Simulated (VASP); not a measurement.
Here is a VASP 6.6.1 calculation.

Contents of INCAR:

```
  ALGO = Normal
  EDIFF = 1E-7
  ENCUT = 520
  GGA = PE
  ISIF = 2
  ISMEAR = -1
  LASPH = True
  LCHARG = False
  LREAL = False
  LWAVE = False
  NBANDS = 26
  NELM = 100
  PREC = Accurate
  SIGMA = 0.1
```

File KPOINTS:

```
k-points
0
Gamma
  12 12 7
```

File POSCAR:

```
ZnO
1.0
    2.6266562140      0.0000000000      0.0000000000
   -1.3133281070      2.2747510083      0.0000000000
    0.0000000000      0.0000000000      4.7869683814
Zn O
2 2
Direct
    0.0000000000      0.0000000000      0.0000000000
    0.0000000000      0.0000000000      0.5000000000
    0.3333333333      0.6666666667      0.2500000000
    0.6666666667      0.3333333333      0.7500000000
```

Potentials or basis: VASP PAW PBE potentials, release 64 (Zn, O).

Command:

```bash
$ cat potpaw_PBE.64/Zn/POTCAR potpaw_PBE.64/O/POTCAR > POTCAR
$ mpirun -np 1 vasp_std > vasp.out
```

Question: Estimate the band gap on the k mesh.

Answer: 2.53 eV.

Question: What does it give for the pressure?

Answer: 135.1 GPa.

Stress tensor (GPa, compression positive):
```
134.68   0.00   0.00
  0.00 134.68   0.00
  0.00   0.00 136.00
```

Caveat: the cell stands under pressure; an odd mesh through Γ misses points on the zone boundary, where band edges can lie.
